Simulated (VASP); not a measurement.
# Au (I4/mmm) in VASP: single point with r2SCAN

Aim: the single point of Au with r2SCAN.

Program: VASP 6.6.1. These are calculated values, not measurements. Logs are shortened: lines on timing, memory, paths and dates and some standing lists are left out, and cuts for length are marked.

### 1 The cell of the first run

The structure is tetragonal, space group I4/mmm (No. 139). The conventional cell has a = 3.414 Å, b = 3.414 Å, c = 3.364 Å, α = 90.00°, β = 90.00°, γ = 90.00°. Au (site symmetry 4/mmm) has 14 Au at 2.94 to 3.41 Å within 3.9 Å.

### 2 Single point, r2SCAN (strain +0.030 along x and y, +0.015 along z)

File POSCAR:

```
Au
1.0
   -1.7069870700      1.7069870700      1.6821280350
    1.7069870700     -1.7069870700      1.6821280350
    1.7069870700      1.7069870700     -1.6821280350
Au
1
Direct
    0.0000000000      0.0000000000      0.0000000000
```

File INCAR.step1:

```
SYSTEM = Au
PREC = Accurate ; ENCUT = 520
ISMEAR = 0 ; SIGMA = 0.15
LREAL = .False. ; LASPH = .True.
NELM = 60 ; NBANDS = 12
GGA = PE ; ALGO = Normal
EDIFF = 1E-4 ; LWAVE = .True.
LCHARG = .False.
```

File INCAR.step2:

```
SYSTEM = Au
PREC = Accurate ; ENCUT = 520
EDIFF = 1E-6 ; ISMEAR = 0
SIGMA = 0.15 ; LREAL = .False.
LASPH = .True. ; NELM = 60
ALGO = Normal ; ISIF = 2
LWAVE = .False. ; LCHARG = .False.
METAGGA = R2SCAN ; LMIXTAU = .True.
NBANDS = 12 ; ISTART = 1
```

File KPOINTS:

```
Automatic mesh
0
Gamma
  20 20 20
  0 0 0
```

Potentials or basis: VASP PAW PBE potentials, release 64 (Au).

The run is started by

```sh
$ cat potpaw_PBE.64/Au/POTCAR > POTCAR
$ cp INCAR.step1 INCAR
$ mpirun -np 1 vasp_std > vasp.out
$ cp INCAR.step2 INCAR
$ mpirun -np 1 vasp_std > vasp.out
```

OUTCAR:

```text
SYSTEM = Au
   PREC = Accurate
   ENCUT = 520
   EDIFF = 1E-6
   ISMEAR = 0
   LREAL = .False.
   LASPH = .True.
   NELM = 60
   ISIF = 2
   METAGGA = R2SCAN
   ISTART = 1

 ion  position               nearest neighbor table
   1  0.000  0.000  0.000-

  LATTYP: Found a body centered tetragonal cell.
 ALAT       =     3.4139741400
 C/A-ratio  =     0.9854368932

  Lattice vectors:

 A1 = (  -1.7069870700,   1.7069870700,   1.6821280350)
 A2 = (   1.7069870700,  -1.7069870700,   1.6821280350)
 A3 = (   1.7069870700,   1.7069870700,  -1.6821280350)

Analysis of symmetry for initial positions (statically):
=====================================================================
 Subroutine PRICEL returns:
 Original cell was already a primitive cell.

 Routine SETGRP: Setting up the symmetry group for a
 body centered tetragonal supercell.

 Subroutine GETGRP returns: Found 16 space group operations
 (whereof 16 operations were pure point group operations)
 out of a pool of 16 trial point group operations.

The static configuration has the point symmetry D_4h.

Analysis of symmetry for dynamics (positions and initial velocities):
=====================================================================
 Subroutine PRICEL returns:
 Original cell was already a primitive cell.

 Routine SETGRP: Setting up the symmetry group for a
 body centered tetragonal supercell.

 Subroutine GETGRP returns: Found 16 space group operations
 (whereof 16 operations were pure point group operations)
 out of a pool of 16 trial point group operations.

The dynamic configuration has the point symmetry D_4h.

 Subroutine INISYM returns: Found 16 space group operations
 (whereof 16 operations are pure point group operations),
 and found     1 'primitive' translations

----------------------------------------------------------------------------------------

                                     Primitive cell

  volume of cell :      19.6056

  direct lattice vectors                    reciprocal lattice vectors
    -1.706987070  1.706987070  1.682128035     0.000000000  0.292913759  0.297242534
     1.706987070 -1.706987070  1.682128035     0.292913759  0.000000000  0.297242534
     1.706987070  1.706987070 -1.682128035     0.292913759  0.292913759  0.000000000

  length of vectors
     2.942305973  2.942305973  2.942305973     0.417314743  0.417314743  0.414242611

  position of ions in fractional coordinates (direct lattice)
     0.000000000  0.000000000  0.000000000

  ion indices of the primitive-cell ions
   primitive index   ion index
                 1           1

----------------------------------------------------------------------------------------

 KPOINTS: Automatic mesh

Automatic generation of k-mesh.
 Grid dimensions read from file:
 generate k-points for:   20   20   20

 Generating k-lattice:

  Cartesian coordinates                     Fractional coordinates (reciprocal lattice)
     0.000000000  0.014645688  0.014862127     0.050000000 -0.000000000  0.000000000
     0.014645688  0.000000000  0.014862127    -0.000000000  0.050000000  0.000000000
     0.014645688  0.014645688  0.000000000     0.000000000  0.000000000  0.050000000

  Length of vectors
     0.020865737  0.020865737  0.020712131

  Shift w.r.t. Gamma in fractional coordinates (k-lattice)
     0.000000000  0.000000000  0.000000000

 Subroutine IBZKPT returns following result:
 ===========================================

 Found    641 irreducible k-points:

 Following reciprocal coordinates:
            Coordinates               Weight
  0.000000  0.000000  0.000000      1.000000
  0.050000 -0.000000  0.000000      8.000000
  0.100000 -0.000000  0.000000      8.000000
  0.150000 -0.000000  0.000000      8.000000
  0.200000 -0.000000  0.000000      8.000000
  0.250000  0.000000  0.000000      8.000000
[... 16 lines left out ...]
 -0.400000  0.050000 -0.000000     16.000000
 -0.350000  0.050000  0.000000     16.000000
 [... further k-points ...]
   k-points           NKPTS =    641   k-points in BZ     NKDIM =    641   number of bands    NBANDS=     12
   number of dos      NEDOS =    301   number of ions     NIONS =      1
   total plane-waves  NPLWV =  13824
   dimension x,y,z NGX =    24 NGY =   24 NGZ =   24
   dimension x,y,z NGXF=    48 NGYF=   48 NGZF=   48
   ions per type =               1
   NGX,Y,Z   is equivalent  to a cutoff of  13.56, 13.56, 13.56 a.u.
   NGXF,Y,Z  is equivalent  to a cutoff of  27.12, 27.12, 27.12 a.u.
 SYSTEM =  Au
   PREC   = accura    normal or accurate (medium, high low for compatibility)
   ISTART =      1    job   : 0-new  1-cont  2-samecut
   ICHARG =      0    charge: 1-file 2-atom 10-const
   ISPIN  =      1    spin polarized calculation?
   LNONCOLLINEAR =      F non collinear calculations
   LSORBIT =      F    spin-orbit coupling
   LASPH  =      T    aspherical Exc in radial PAW
   ENCUT  =  520.0 eV  38.22 Ry    6.18 a.u.   5.47  5.47  5.47*2*pi/ulx,y,z
   NELM   =     60;   NELMIN=  2; NELMDL=  0     # of ELM steps
   EDIFF  = 0.1E-05   stopping-criterion for ELM
   LREAL  =      F    real-space projection
   EDIFFG = 0.1E-04   stopping-criterion for IOM
   NSW    =      0    number of steps for IOM
   IBRION =     -1    ionic relax: 0-MD 1-quasi-New 2-CG
   NFREE  =      0    steps in history (QN), initial steepest desc. (CG)
   ISIF   =      2    stress and relaxation
   ISYM   =      2    0-nonsym 1-usesym 2-fastsym
   POTIM  = 0.5000    time-step for ionic-motion
   TEBEG  =    0.0;   TEEND  =   0.0 temperature during run
   PSTRESS=    0.0 pullay stress
   NELECT =      11.0000    total number of electrons
   NUPDOWN=      -1.0000    fix difference up-down
   EMIN   =  10.00;   EMAX   =-10.00  energy-range for DOS
   EFERMI =   0.00;   METHOD = LEGACY
   ISMEAR =     0;   SIGMA  =   0.15  broadening in eV -4-tet -1-fermi 0-gaus
   EFERMI_NEDOS =   21; number of points for ismear=-14 and -15
   IALGO  =     38    algorithm
   IMIX   =      4    mixing-type and parameters
     AMIX     =   0.40;   BMIX     =  1.00
     AMIX_MAG =   1.60;   BMIX_MAG =  1.00
  volume/ion in A,a.u.               =      19.61       132.30
  Fermi-wavevector in a.u.,A,eV,Ry     =   1.350245  2.551593 24.805617  1.823161
  Thomas-Fermi vector in A             =   2.477765
   LORBIT       =      0    0 simple, 1 ext, 2 COOP (PROOUT), +10 PAW based schemes
   METAGGA = R2SCAN    functional components
   LHFCALC =     F    Hartree Fock is set to
   AEXX    =    0.0000 exact exchange contribution
   IVDW    =     0    specifies the selected vdW correction
   LEPSILON=     F    determine dielectric tensor
   LRPA    =     F    only Hartree local field effects (RPA)
 non-spin polarized calculation
 Gauss-broadening in eV      SIGMA  =   0.15
  energy-cutoff  :      520.00
  volume of cell :       19.61
 maximum number of plane-waves:       550
 NGX is ok and might be reduce to    24
   NGX = 11   NGY = 11   NGZ = 11

 number of electron      11.0000002 magnetization

 Free energy of the ion-electron system (eV)
  ---------------------------------------------------
  ext. energy  EPLUGINS =         0.00000000
  ---------------------------------------------------
  free energy    TOTEN  =       -50.49530088 eV

  energy without entropy =      -50.49080032  energy(sigma->0) =      -50.49305060

 E-fermi :   7.2712     XC(G=0): -12.6467

 val. band max:        7.2709675609   @ k =  -0.2000  -0.4000   0.2000
 cond. band min:       7.2735742640   @ k =   0.2000   0.1500   0.1500
 fundamental gap:      0.0026067032
 Fermi energy:         7.2711892297

 k-point     1 :       0.0000    0.0000    0.0000
  band No.  band energies     occupation
      1      -1.4504      2.00000
      2       2.7146      2.00000
      3       2.7929      2.00000
      4       2.7929      2.00000
      5       4.2916      2.00000
      6       4.3801      2.00000
      7      24.3907      0.00000
      8      24.3907      0.00000
      9      24.6414      0.00000
     10      29.7374      0.00000
     11      29.7374      0.00000
     12      30.1317      0.00000

 k-point     2 :       0.0500   -0.0000    0.0000
  band No.  band energies     occupation
      1      -1.3653      2.00000
      2       2.7146      2.00000
      3       2.7961      2.00000
      4       2.8241      2.00000
      5       4.2856      2.00000
      6       4.3610      2.00000
      7      24.3681      0.00000
      8      24.4843      0.00000
      9      24.6058      0.00000
     10      28.9070      0.00000
     11      29.2616      0.00000
     12      29.4079      0.00000

 k-point     3 :       0.1000   -0.0000    0.0000
  band No.  band energies     occupation
      1      -1.1148      2.00000
      2       2.6579      2.00000
      3       2.8044      2.00000
      4       2.9747      2.00000
      5       4.2464      2.00000
      6       4.3370      2.00000
      7      24.0730      0.00000
      8      24.4539      0.00000
      9      24.7571      0.00000
     10      27.5091      0.00000
     11      28.2218      0.00000
     12      28.5329      0.00000
[... 286 lines left out ...]
 k-point    23 :      -0.4000    0.0500   -0.0000
  band No.  band energies     occupation
      1       0.9466      2.00000
      2       2.0037      2.00000
      3       4.0661      2.00000
      4       4.3377      2.00000
      5       4.6512      2.00000
      6       5.4554      2.00000
      7      13.6954      0.00000
      8      20.5224      0.00000
      9      21.4091      0.00000
     10      27.5357      0.00000
     11      28.0408      0.00000
     12      31.0744      0.00000

 k-point    24 :      -0.3500    0.0500    0.0000
  band No.  band energies     occupation
      1       0.8586      2.00000
      2       2.1085      2.00000
      3       3.5884      2.00000
      4       4.1747      2.00000
      5       4.4396      2.00000
      6       4.8477      2.00000
      7      15.7115      0.00000
      8      21.1161      0.00000
      9      22.3163      0.00000
     10      27.1294      0.00000
     11      27.7568      0.00000
     12      30.4848      0.00000

 [... further k-points ...]

------------------------ aborting loop because EDIFF is reached ----------------------------------------

  FORCE on cell =-STRESS in cart. coord.  units (eV):
  Direction    XX          YY          ZZ          XY          YZ          ZX
  --------------------------------------------------------------------------------------
  -------------------------------------------------------------------------------------
  Total       -1.4179614     -1.4179614     -1.4278493      0.0000000      0.0000000      0.0000000
  in kB     -115.8765344   -115.8765344   -116.6845721      0.0000000      0.0000000      0.0000000
  external PRESSURE =    -116.1458803 kB  Pullay stress =       0.0000000 kB

 VOLUME and BASIS-vectors are now :
 -----------------------------------------------------------------------------
  energy-cutoff  :      520.00
  volume of cell :       19.61
      direct lattice vectors                 reciprocal lattice vectors
    -1.706987070  1.706987070  1.682128035     0.000000000  0.292913759  0.297242534
     1.706987070 -1.706987070  1.682128035     0.292913759  0.000000000  0.297242534
     1.706987070  1.706987070 -1.682128035     0.292913759  0.292913759  0.000000000

 POSITION                                       TOTAL-FORCE (eV/Angst)
 -----------------------------------------------------------------------------------
      0.00000      0.00000      0.00000         0.000000      0.000000      0.000000
 -----------------------------------------------------------------------------------
    total drift:                                0.000000      0.000000      0.000000

  FREE ENERGIE OF THE ION-ELECTRON SYSTEM (eV)
  ---------------------------------------------------
  free  energy   TOTEN  =       -50.4953008782 eV

  energy  without entropy=      -50.4908003250  energy(sigma->0) =      -50.49305060
```

Run time: 5.3 min. Hardware: 1 thread of Intel Xeon Platinum 8259CL at 2.50GHz (Skylake/Cascade Lake), shared host; peak memory 0.27 GiB.

What came out:

```
Free energy : -50.4953 eV
Pressure    : -11.6 GPa
```

Levels at points of the mesh, in eV from the Fermi level:
| k point | band 2 | band 3 | band 4 | band 5 | band 6 | band 7 | band 8 | band 9 | band 10 | band 11 |
| --- | --- | --- | --- | --- | --- | --- | --- | --- | --- | --- |
| (0.00, 0.00, 0.00) | -4.56 | -4.48 | -4.48 | -2.98 | -2.89 | 17.12 | 17.12 | 17.37 | 22.47 | 22.47 |
| (0.50, 0.00, 0.00) | -5.40 | -3.04 | -2.78 | -1.68 | 0.07 | 2.85 | 12.74 | 13.28 | 20.48 | 21.09 |
| (0.50, 0.50, 0.00) | -5.32 | -3.13 | -2.83 | -1.69 | 0.00 | 2.74 | 12.97 | 13.60 | 20.90 | 21.31 |
| (0.50, 0.50, 0.50) | -6.02 | -2.00 | -2.00 | -1.97 | 6.27 | 6.27 | 6.68 | 8.36 | 15.02 | 15.31 |

Caveat: the cell differs from its parent crystal (strain +0.030 along x and y, +0.015 along z); the PAW data sets were made with another functional, which shifts forces and pressure a little; spin-orbit coupling is left out, which moves the levels of the heavy elements.
